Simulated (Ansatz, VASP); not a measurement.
## One calculation of Be3ZnSe, two programs

```
Be Zn Se
1.0
     5.70543    0.00000    0.00000
     0.00000    3.78726    0.00000
     0.00000    0.00000    6.52457
Be Zn Se
6 2 2
Direct
  0.20090 0.00000 0.58962
  0.79910 0.00000 0.58962
  0.29910 0.50000 0.41038
  0.70090 0.50000 0.41038
  0.00000 0.50000 0.60916
  0.50000 0.00000 0.39084
  0.00000 0.00000 0.90428
  0.50000 0.50000 0.09572
  0.00000 0.50000 0.15099
  0.50000 0.00000 0.84901
```

Alike in both runs: functional PBE; k mesh 4 × 3 × 3; occupations gaussian, width 0.2 eV; no spin polarisation.

Ansatz relaxed the structure, and its values are those at the end. VASP's run is a single point on that final structure, the one shown.

```csv
,VASP,Ansatz
version,VASP 6.6.1,Ansatz 0.2.0
potentials or method,"VASP PAW PBE potentials, release 64 (Be, Zn, Se), cutoff 520 eV","scalar-relativistic, plane waves, PAW"
valence electrons in the cell,48,68
```

```csv
,VASP,Ansatz,Ansatz less VASP
gap on the k mesh at the Fermi level (eV),none,none,-
pressure (GPa),0.1,-0.1,-0.17
rms of the force components (eV/Å),0.025,0.022,-0.0035
```

A gap of «none» marks a metal or a gap that the smearing closes. With one functional, cell and mesh, what is left measures potentials, basis and numerics. VASP's potentials hold 48 valence electrons a cell and Ansatz's 68, so a difference there can come from the potentials and not from the codes.

The k mesh is coarse, so the values compare programs but aren't converged.
